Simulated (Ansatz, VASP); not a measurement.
## ReS in VASP and in Ansatz

Contents of POSCAR:

```
ReS
1.0
    0.0000000000      2.4331075965      2.4331075965
    2.4331075965      0.0000000000      2.4331075965
    2.4331075965      2.4331075965      0.0000000000
Re S
1 1
Direct
    0.0000000000      0.0000000000      0.0000000000
    0.5000000000      0.5000000000      0.5000000000
```

Contents of INCAR.step1:

```
PREC = Accurate
ENCUT = 520
ISMEAR = 0
SIGMA = 0.1
LREAL = F
LASPH = T
NELM = 150
ISPIN = 2
MAGMOM = 3.5 0
LMAXMIX = 4
NBANDS = 18
GGA = PE
ALGO = Normal
EDIFF = 1E-4
LWAVE = T
LCHARG = F
```

File INCAR.step2:

```
PREC = Accurate
ENCUT = 520
EDIFF = 1E-6
ISMEAR = 0
SIGMA = 0.1
LREAL = F
LASPH = T
NELM = 150
ALGO = Normal
ISIF = 2
LWAVE = F
LCHARG = F
ISPIN = 2
MAGMOM = 3.5 0
LORBIT = 11
LMAXMIX = 4
METAGGA = R2SCAN
LMIXTAU = T
NBANDS = 18
ISTART = 1
```

Contents of KPOINTS:

```
regular mesh
0
Gamma
  14 14 14
```

Input for Ansatz:

```yaml
crystal:
  lattice:
    - [0.0, 2.4331075965, 2.4331075965]
    - [2.4331075965, 0.0, 2.4331075965]
    - [2.4331075965, 2.4331075965, 0.0]
  atoms:
    - { symbol: Re, position: [0.0, 0.0, 0.0], spin: 3.5 }
    - { symbol: S, position: [0.5, 0.5, 0.5] }
basis:
  ecutwfc: 500
kpoints:
  mp_grid: { grid: [14, 14, 14] }
hamiltonian:
  xc: r2scan
scf:
  occupations: { method: gaussian, width: 0.1 }
  lower_state_search: "off"
output:
  forces: true
  stress: true
  eigenvalues: true
  populations: true
magnetization:
  spin_polarized: true
```

Alike in both runs: task single point; functional r2SCAN; k mesh 14 × 14 × 14; occupations gaussian, width 0.1 eV; collinear spin.

|  | VASP | Ansatz |
| --- | --- | --- |
| version | VASP 6.6.1 | Ansatz 0.2.0 |
| potentials or method | VASP PAW PBE potentials, release 64 (Re, S), cutoff 520 eV | scalar-relativistic, plane waves, PAW |
| valence electrons in the cell | 13 | 21 |

Ansatz gave:

```
gap on the k mesh at the Fermi level (eV)                     : none
pressure (GPa)                                                : 13.0
net moment per atom (μB)                                      : 0.94
size of the moment on the site where the two differ most (μB) : 1.35
```

Which values does VASP return?

gap on the k mesh at the Fermi level (eV): none; pressure (GPa): 6.8; net moment per atom (μB): 0.00; size of the moment on the site where the two differ most (μB): 0.00.

The net moments are unlike, so the other rows may belong to different states. VASP's potentials were made for PBE, not for r2SCAN. Site moments also hang on the region over which each program counts them. A gap of «none» marks a metal or a gap that the smearing closes. VASP's potentials hold 13 valence electrons a cell and Ansatz's 21, so a difference there can come from the potentials and not from the codes. Ansatz's warnings: stability check not made.

Spin-orbit coupling is off throughout.
